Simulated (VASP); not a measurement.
# Al4Co3Ni (P4/mmm) in VASP: single point with PBE

Aim: the single point of Al4Co3Ni with PBE.

Everything below comes from runs of VASP 6.6.1. Logs are shortened: lines on timing, memory, paths and dates and some standing lists are left out, and cuts for length are marked.

## 1. The cell of the first run

The structure is tetragonal, space group P4/mmm (No. 123). The conventional cell has a = 4.040 Å, b = 4.040 Å, c = 5.769 Å, α = 90.00°, β = 90.00°, γ = 90.00°. Al (site symmetry 2mm) has 6 Co at 2.47 to 2.49 Å and 2 Ni at 2.49 Å and 6 Al at 2.85 to 2.91 Å within 3.3 Å. Within 3.3 Å of Ni (site symmetry 4/mmm) lie 8 Al at 2.49 Å and 6 Co at 2.86 to 2.88 Å. Within 3.3 Å of Co (site symmetry 4/mmm) lie 8 Al at 2.47 Å and 6 Co at 2.86 to 2.88 Å. Co (site symmetry 4/mmm) has 8 Al at 2.49 Å and 4 Ni at 2.86 Å and 2 Co at 2.88 Å within 3.3 Å. Within 3.3 Å of Co (site symmetry 4/mmm) lie 8 Al at 2.47 Å and 4 Co at 2.86 Å and 2 Ni at 2.88 Å.

## 2. Single point, PBE, collinear spin, ferromagnetic start

INCAR reads:

```
SYSTEM = Al4Co3Ni
PREC = Accurate ; ENCUT = 520
EDIFF = 1E-6 ; ISMEAR = 0
SIGMA = 0.1 ; LREAL = .False.
LASPH = .True. ; NELM = 150
ALGO = Fast ; ISIF = 2
LWAVE = .False. ; LCHARG = .False.
ISPIN = 2 ; MAGMOM = 0 0 0 0 0.14 0.34 0.34 0.34
LORBIT = 11 ; LMAXMIX = 4
GGA = PE ; NBANDS = 38
```

KPOINTS reads:

```
Automatic mesh
0
Gamma
  4 4 4
  0 0 0
```

POSCAR reads:

```
Al4Co3Ni
1.0
    4.0395551000      0.0000000000      0.0000000000
    0.0000000000      4.0395551000      0.0000000000
    0.0000000000      0.0000000000      5.7687082000
Al Ni Co
4 1 3
Direct
    0.0000000000      0.5000000000      0.7525820000
    0.0000000000      0.5000000000      0.2474180000
    0.5000000000      0.0000000000      0.7525820000
    0.5000000000      0.0000000000      0.2474180000
    0.5000000000      0.5000000000      0.5000000000
    0.0000000000      0.0000000000      0.0000000000
    0.0000000000      0.0000000000      0.5000000000
    0.5000000000      0.5000000000      0.0000000000
```

Potentials or basis: VASP PAW PBE potentials, release 64 (Al, Ni, Co).

On the command line:

```sh
cat potpaw_PBE.64/Al/POTCAR potpaw_PBE.64/Ni/POTCAR potpaw_PBE.64/Co/POTCAR > POTCAR
mpirun -np 1 vasp_std > vasp.out
```

OUTCAR:

```text
SYSTEM = Al4Co3Ni
   PREC = Accurate
   ENCUT = 520
   EDIFF = 1E-6
   ISMEAR = 0
   LREAL = .False.
   LASPH = .True.
   NELM = 150
   ISIF = 2
   ISPIN = 2
   LORBIT = 11
   GGA = PE

 ion  position               nearest neighbor table
   1  0.000  0.500  0.753-   6 2.47   8 2.47   6 2.47   8 2.47   7 2.49   7 2.49   5 2.49   5 2.49
                             2 2.85   3 2.86   3 2.86   3 2.86   3 2.86   2 2.91
   2  0.000  0.500  0.247-   6 2.47   8 2.47   6 2.47   8 2.47   7 2.49   7 2.49   5 2.49   5 2.49
                             1 2.85   4 2.86   4 2.86   4 2.86   4 2.86   1 2.91
   3  0.500  0.000  0.753-   6 2.47   8 2.47   8 2.47   6 2.47   5 2.49   7 2.49   5 2.49   7 2.49
                             4 2.85   1 2.86   1 2.86   1 2.86   1 2.86   4 2.91
   4  0.500  0.000  0.247-   6 2.47   8 2.47   8 2.47   6 2.47   5 2.49   7 2.49   5 2.49   7 2.49
                             3 2.85   2 2.86   2 2.86   2 2.86   2 2.86   3 2.91
   5  0.500  0.500  0.500-   1 2.49   2 2.49   3 2.49   4 2.49   3 2.49   4 2.49   1 2.49   2 2.49
                             7 2.86   7 2.86   7 2.86   7 2.86   8 2.88   8 2.88
   6  0.000  0.000  0.000-   1 2.47   2 2.47   3 2.47   4 2.47   1 2.47   2 2.47   3 2.47   4 2.47
                             8 2.86   8 2.86   8 2.86   8 2.86   7 2.88   7 2.88
   7  0.000  0.000  0.500-   1 2.49   2 2.49   3 2.49   4 2.49   1 2.49   2 2.49   3 2.49   4 2.49
                             5 2.86   5 2.86   5 2.86   5 2.86   6 2.88   6 2.88
   8  0.500  0.500  0.000-   1 2.47   2 2.47   3 2.47   4 2.47   3 2.47   4 2.47   1 2.47   2 2.47
                             6 2.86   6 2.86   6 2.86   6 2.86   5 2.88   5 2.88

  LATTYP: Found a simple tetragonal cell.
 ALAT       =     4.0395551000
 C/A-ratio  =     1.4280553321

  Lattice vectors:

 A1 = (   4.0395551000,   0.0000000000,   0.0000000000)
 A2 = (   0.0000000000,   4.0395551000,   0.0000000000)
 A3 = (   0.0000000000,   0.0000000000,   5.7687082000)

Analysis of symmetry for initial positions (statically):
=====================================================================
 Subroutine PRICEL returns:
 Original cell was already a primitive cell.

 Routine SETGRP: Setting up the symmetry group for a
 simple tetragonal supercell.

 Subroutine GETGRP returns: Found 16 space group operations
 (whereof 16 operations were pure point group operations)
 out of a pool of 16 trial point group operations.

The static configuration has the point symmetry D_4h.

Analysis of symmetry for dynamics (positions and initial velocities):
=====================================================================
 Subroutine PRICEL returns:
 Original cell was already a primitive cell.

 Routine SETGRP: Setting up the symmetry group for a
 simple tetragonal supercell.

 Subroutine GETGRP returns: Found 16 space group operations
 (whereof 16 operations were pure point group operations)
 out of a pool of 16 trial point group operations.

The dynamic configuration has the point symmetry D_4h.

Analysis of structural, dynamic, and magnetic symmetry:
=====================================================================
 Subroutine PRICEL returns:
 Original cell was already a primitive cell.

 Routine SETGRP: Setting up the symmetry group for a
 simple tetragonal supercell.

 Subroutine GETGRP returns: Found 16 space group operations
 (whereof 16 operations were pure point group operations)
 out of a pool of 16 trial point group operations.

The overall configuration has the point symmetry D_4h.

 Subroutine INISYM returns: Found 16 space group operations
 (whereof 16 operations are pure point group operations),
 and found     1 'primitive' translations

----------------------------------------------------------------------------------------

                                     Primitive cell

  volume of cell :      94.1338

  direct lattice vectors                    reciprocal lattice vectors
     4.039555100  0.000000000  0.000000000     0.247552014  0.000000000  0.000000000
     0.000000000  4.039555100  0.000000000     0.000000000  0.247552014  0.000000000
     0.000000000  0.000000000  5.768708200     0.000000000  0.000000000  0.173349035

  length of vectors
     4.039555100  4.039555100  5.768708200     0.247552014  0.247552014  0.173349035

  position of ions in fractional coordinates (direct lattice)
     0.000000000  0.500000000  0.752582000
     0.000000000  0.500000000  0.247418000
     0.500000000  0.000000000  0.752582000
     0.500000000  0.000000000  0.247418000
     0.500000000  0.500000000  0.500000000
     0.000000000  0.000000000  0.000000000
     0.000000000  0.000000000  0.500000000
     0.500000000  0.500000000  0.000000000

  ion indices of the primitive-cell ions
   primitive index   ion index
                 1           1
                 2           2
                 3           3
                 4           4
                 5           5
                 6           6
                 7           7
                 8           8

----------------------------------------------------------------------------------------

 KPOINTS: Automatic mesh

Automatic generation of k-mesh.
 Grid dimensions read from file:
 generate k-points for:    4    4    4

 Generating k-lattice:

  Cartesian coordinates                     Fractional coordinates (reciprocal lattice)
     0.061888003  0.000000000  0.000000000     0.250000000  0.000000000  0.000000000
     0.000000000  0.061888003  0.000000000     0.000000000  0.250000000  0.000000000
     0.000000000  0.000000000  0.043337259     0.000000000  0.000000000  0.250000000

  Length of vectors
     0.061888003  0.061888003  0.043337259

  Shift w.r.t. Gamma in fractional coordinates (k-lattice)
     0.000000000  0.000000000  0.000000000

 Subroutine IBZKPT returns following result:
 ===========================================

 Found     18 irreducible k-points:

 Following reciprocal coordinates:
            Coordinates               Weight
  0.000000  0.000000  0.000000      1.000000
  0.250000  0.000000  0.000000      4.000000
  0.500000  0.000000  0.000000      2.000000
  0.250000  0.250000  0.000000      4.000000
  0.500000  0.250000  0.000000      4.000000
  0.500000  0.500000  0.000000      1.000000
[... 10 lines left out ...]
  0.500000  0.250000  0.500000      4.000000
  0.500000  0.500000  0.500000      1.000000
   k-points           NKPTS =     18   k-points in BZ     NKDIM =     18   number of bands    NBANDS=     38
   number of dos      NEDOS =    301   number of ions     NIONS =      8
   total plane-waves  NPLWV =  43200
   dimension x,y,z NGX =    30 NGY =   30 NGZ =   48
   dimension x,y,z NGXF=    60 NGYF=   60 NGZF=   96
   ions per type =               4   1   3
   NGX,Y,Z   is equivalent  to a cutoff of  12.35, 12.35, 13.83 a.u.
   NGXF,Y,Z  is equivalent  to a cutoff of  24.69, 24.69, 27.67 a.u.
 SYSTEM =  Al4Co3Ni
   PREC   = accura    normal or accurate (medium, high low for compatibility)
   ISTART =      0    job   : 0-new  1-cont  2-samecut
   ICHARG =      2    charge: 1-file 2-atom 10-const
   ISPIN  =      2    spin polarized calculation?
   LNONCOLLINEAR =      F non collinear calculations
   LSORBIT =      F    spin-orbit coupling
   LASPH  =      T    aspherical Exc in radial PAW
   ENCUT  =  520.0 eV  38.22 Ry    6.18 a.u.   7.51  7.51 10.73*2*pi/ulx,y,z
   NELM   =    150;   NELMIN=  2; NELMDL= -5     # of ELM steps
   EDIFF  = 0.1E-05   stopping-criterion for ELM
   LREAL  =      F    real-space projection
   EDIFFG = 0.1E-04   stopping-criterion for IOM
   NSW    =      0    number of steps for IOM
   IBRION =     -1    ionic relax: 0-MD 1-quasi-New 2-CG
   NFREE  =      0    steps in history (QN), initial steepest desc. (CG)
   ISIF   =      2    stress and relaxation
   ISYM   =      2    0-nonsym 1-usesym 2-fastsym
   POTIM  = 0.5000    time-step for ionic-motion
   TEBEG  =    0.0;   TEEND  =   0.0 temperature during run
   PSTRESS=    0.0 pullay stress
   NELECT =      49.0000    total number of electrons
   NUPDOWN=      -1.0000    fix difference up-down
   EMIN   =  10.00;   EMAX   =-10.00  energy-range for DOS
   EFERMI =   0.00;   METHOD = LEGACY
   ISMEAR =     0;   SIGMA  =   0.10  broadening in eV -4-tet -1-fermi 0-gaus
   EFERMI_NEDOS =   21; number of points for ismear=-14 and -15
   IALGO  =     68    algorithm
   IMIX   =      4    mixing-type and parameters
     AMIX     =   0.40;   BMIX     =  1.00
     AMIX_MAG =   1.60;   BMIX_MAG =  1.00
  volume/ion in A,a.u.               =      11.77        79.41
  Fermi-wavevector in a.u.,A,eV,Ry     =   1.316917  2.488612 23.596171  1.734270
  Thomas-Fermi vector in A             =   2.446995
   LORBIT       =     11    0 simple, 1 ext, 2 COOP (PROOUT), +10 PAW based schemes
   GGA     = PE    functional components
   LHFCALC =     F    Hartree Fock is set to
   AEXX    =    0.0000 exact exchange contribution
   IVDW    =     0    specifies the selected vdW correction
   LEPSILON=     F    determine dielectric tensor
   LRPA    =     F    only Hartree local field effects (RPA)
 spin polarized calculation
 RMM-DIIS sequential band-by-band and
 Gauss-broadening in eV      SIGMA  =   0.10
  energy-cutoff  :      520.00
  volume of cell :       94.13
 maximum number of plane-waves:      2574
   NGX = 15   NGY = 15   NGZ = 21

 number of electron      49.0000003 magnetization       0.5784644

 Free energy of the ion-electron system (eV)
  ---------------------------------------------------
  ext. energy  EPLUGINS =         0.00000000
  ---------------------------------------------------
  free energy    TOTEN  =       -46.34744506 eV

  energy without entropy =      -46.31817036  energy(sigma->0) =      -46.33280771

 E-fermi :  10.3595     XC(G=0): -12.1698

 val. band max:       10.3590205506   @ k =   0.2500   0.2500   0.0000
 cond. band min:      10.3642646814   @ k =   0.2500   0.0000   0.0000
 fundamental gap:      0.0052441308
 Fermi energy:        10.3594790997

 spin component 1

 k-point     1 :       0.0000    0.0000    0.0000
  band No.  band energies     occupation
      1      -0.7054      1.00000
      2       3.4564      1.00000
      3       3.6765      1.00000
      4       5.1200      1.00000
      5       6.3443      1.00000
      6       6.3443      1.00000
[... 28 lines left out ...]
     35      15.9058      0.00000
     36      16.2551      0.00000
[... 631 lines left out ...]
      5       4.6888      1.00000
      6       4.8169      1.00000
[... 28 lines left out ...]
     35      15.6873      0.00000
     36      15.6975      0.00000
 Fermi energy:        10.3594790997

 spin component 2

 k-point     1 :       0.0000    0.0000    0.0000
  band No.  band energies     occupation
      1      -0.7166      1.00000
      2       3.4412      1.00000
      3       3.6890      1.00000
      4       5.1415      1.00000
      5       6.3827      1.00000
      6       6.3827      1.00000
[... 28 lines left out ...]
     35      15.8950      0.00000
     36      16.2443      0.00000
[... 631 lines left out ...]
      5       4.7110      1.00000
      6       4.8414      1.00000
[... 28 lines left out ...]
     35      15.7239      0.00000
     36      15.7663      0.00000
 [bands above 36 left out]

------------------------ aborting loop because EDIFF is reached ----------------------------------------

  FORCE on cell =-STRESS in cart. coord.  units (eV):
  Direction    XX          YY          ZZ          XY          YZ          ZX
  --------------------------------------------------------------------------------------
  -------------------------------------------------------------------------------------
  Total        0.0526341      0.0526341     -0.4909142      0.0000000     -0.0000000     -0.0000000
  in kB        0.8958431      0.8958431     -8.3554627      0.0000000     -0.0000000     -0.0000000
  external PRESSURE =      -2.1879255 kB  Pullay stress =       0.0000000 kB

 VOLUME and BASIS-vectors are now :
 -----------------------------------------------------------------------------
  energy-cutoff  :      520.00
  volume of cell :       94.13
      direct lattice vectors                 reciprocal lattice vectors
     4.039555100  0.000000000  0.000000000     0.247552014  0.000000000  0.000000000
     0.000000000  4.039555100  0.000000000     0.000000000  0.247552014  0.000000000
     0.000000000  0.000000000  5.768708200     0.000000000  0.000000000  0.173349035

 POSITION                                       TOTAL-FORCE (eV/Angst)
 -----------------------------------------------------------------------------------
      0.00000      2.01978      4.34143         0.000000      0.000000      0.013089
      0.00000      2.01978      1.42728        -0.000000     -0.000000     -0.013089
      2.01978      0.00000      4.34143         0.000000      0.000000      0.013089
      2.01978      0.00000      1.42728         0.000000      0.000000     -0.013089
      2.01978      2.01978      2.88435         0.000000      0.000000     -0.000000
      0.00000      0.00000      0.00000         0.000000      0.000000     -0.000000
      0.00000      0.00000      2.88435         0.000000      0.000000     -0.000000
      2.01978      2.01978      0.00000         0.000000      0.000000     -0.000000
 -----------------------------------------------------------------------------------
    total drift:                                0.000000      0.000000      0.000000

  FREE ENERGIE OF THE ION-ELECTRON SYSTEM (eV)
  ---------------------------------------------------
  free  energy   TOTEN  =       -46.3474450599 eV

  energy  without entropy=      -46.3181703588  energy(sigma->0) =      -46.33280771

 total charge

# of ion       s       p       d       tot
------------------------------------------
    1        0.391   0.420   0.000   0.811
    2        0.391   0.420   0.000   0.811
    3        0.391   0.420   0.000   0.811
    4        0.391   0.420   0.000   0.811
    5        0.475   0.531   8.453   9.459
    6        0.430   0.510   7.493   8.433
    7        0.433   0.471   7.511   8.415
    8        0.437   0.492   7.515   8.445
--------------------------------------------------
tot          3.340   3.686  30.971  37.997

 magnetization (x)

# of ion       s       p       d       tot
------------------------------------------
    1       -0.001  -0.002   0.000  -0.003
    2       -0.001  -0.002   0.000  -0.003
    3       -0.001  -0.002   0.000  -0.003
    4       -0.001  -0.002   0.000  -0.003
    5        0.001  -0.004   0.034   0.031
    6        0.002  -0.004   0.251   0.249
    7        0.005  -0.000   0.267   0.272
    8        0.001  -0.002   0.097   0.095
--------------------------------------------------
tot          0.005  -0.018   0.648   0.635
```

Run time: 3.2 min. Hardware: 1 thread of AMD EPYC 7R13 (Zen 3), shared host; peak memory 0.26 GiB.

What came out:

```yaml
Free_energy: -46.3474 eV
Pressure: -0.2 GPa
Largest_force: 0.013 eV/Å
Net_moment: 0.58 μB per cell
Site_moments: Al -0.00; Ni +0.03; Co +0.25, +0.27, +0.10 μB
Valence_electrons_inside_the_program's_atomic_spheres: Al 0.81; Ni 9.46; Co 8.43, 8.41, 8.45
```

Forces in eV/Å, atoms in the order of the input:
```
Al   0.000  0.000  0.013
Al   0.000  0.000 -0.013
Al   0.000  0.000  0.013
Al   0.000  0.000 -0.013
Ni   0.000  0.000  0.000
Co   0.000  0.000  0.000
Co   0.000  0.000  0.000
Co   0.000  0.000  0.000
```

Levels at points of the mesh, in eV from the Fermi level:
Spin up:
| k point | band 22 | band 23 | band 24 | band 25 | band 26 | band 27 | band 28 | band 29 |
| --- | --- | --- | --- | --- | --- | --- | --- | --- |
| (0.00, 0.00, 0.00) | -0.71 | -0.61 | -0.36 | -0.22 | 2.14 | 2.23 | 2.27 | 2.27 |
| (0.50, 0.00, 0.00) | -1.25 | -0.83 | -0.77 | -0.26 | -0.03 | 1.40 | 1.52 | 3.08 |
| (0.50, 0.50, 0.00) | -1.51 | -0.94 | -0.94 | -0.66 | -0.64 | -0.19 | -0.01 | 2.01 |
| (0.00, 0.00, 0.50) | -0.36 | -0.04 | -0.04 | 0.08 | 0.08 | 1.03 | 1.23 | 2.05 |
| (0.50, 0.00, 0.50) | -1.62 | -1.60 | -1.56 | 2.44 | 2.62 | 2.65 | 2.68 | 2.76 |
| (0.50, 0.50, 0.50) | -1.46 | -1.17 | -1.17 | -0.53 | -0.25 | -0.03 | -0.02 | 4.99 |
Spin down:
| k point | band 22 | band 23 | band 24 | band 25 | band 26 | band 27 |
| --- | --- | --- | --- | --- | --- | --- |
| (0.00, 0.00, 0.00) | -0.47 | -0.42 | -0.06 | 0.21 | 2.23 | 2.26 |
| (0.50, 0.00, 0.00) | -1.10 | -0.79 | -0.66 | -0.19 | 0.40 | 1.46 |
| (0.50, 0.50, 0.00) | -1.34 | -0.82 | -0.82 | -0.49 | -0.27 | 0.12 |
| (0.00, 0.00, 0.50) | -0.06 | 0.01 | 0.01 | 0.12 | 0.12 | 1.14 |
| (0.50, 0.00, 0.50) | -1.44 | -1.40 | -1.34 | 2.46 | 2.67 | 2.74 |
| (0.50, 0.50, 0.50) | -1.34 | -1.07 | -1.07 | -0.26 | 0.04 | 0.23 |

Caveat: the k points lie up to 0.39 Å⁻¹ apart.
